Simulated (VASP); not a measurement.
Set up this calculation in VASP 6.6.1, as the native input.

```
Task                   : single point
Functional             : PBE
Potentials or basis    : VASP PAW PBE potentials, release 64 (Co)
Cutoff                 : 520 eV
k mesh                 : 24 × 24 × 12
Occupations            : gaussian, width 0.15 eV
Spin                   : collinear spin, ferromagnetic start
Starting moments       : [1.925, 1.925] μB
Fixed moment           : 3.85 μB
Dipole correction      : no
Further INCAR settings : ALGO = Fast; EDIFF = 1e-06; NBANDS = 20
```

The structure of Co lies in POSCAR:

```
Co
1.0
    2.4932834166      0.0000000000      0.0000000000
   -1.2466417083      2.1592467776      0.0000000000
    0.0000000000      0.0000000000      4.0323930238
Co
2
Direct
    0.6666666667      0.3333333333      0.2500000000
    0.3333333333      0.6666666667      0.7500000000
```

These files were run (other wordings do the same):

INCAR

```
SYSTEM = Co
PREC = Accurate
ENCUT = 520
EDIFF = 1E-6
ISMEAR = 0
SIGMA = 0.15
LREAL = .FALSE.
LASPH = .TRUE.
NELM = 150
ALGO = Fast
ISIF = 2
LWAVE = .FALSE.
LCHARG = .FALSE.
ISPIN = 2
MAGMOM = 1.925 1.925
LORBIT = 11
NUPDOWN = 3.85
LMAXMIX = 4
GGA = PE
NBANDS = 20
```

KPOINTS

```
Automatic mesh
0
G
  24 24 12
  0 0 0
```

Potentials or basis: VASP PAW PBE potentials, release 64 (Co).

The run is started by

```console
$ cat potpaw_PBE.64/Co/POTCAR > POTCAR
$ mpirun -np 1 vasp_std > vasp.out
```

Results of the run:

```yaml
Pressure: 5.8 GPa
Net_moment: 3.85 μB per cell
Site_moments: Co +1.92 μB
Valence_electrons_inside_the_program's_atomic_spheres: Co 8.26
```

Caveat: the cell stands under pressure; the total moment is fixed, so each spin has its own Fermi level.

Run time: 9.6 min on 1 thread of Intel Xeon 8259CL, on a shared host, peak memory 0.35 GiB.
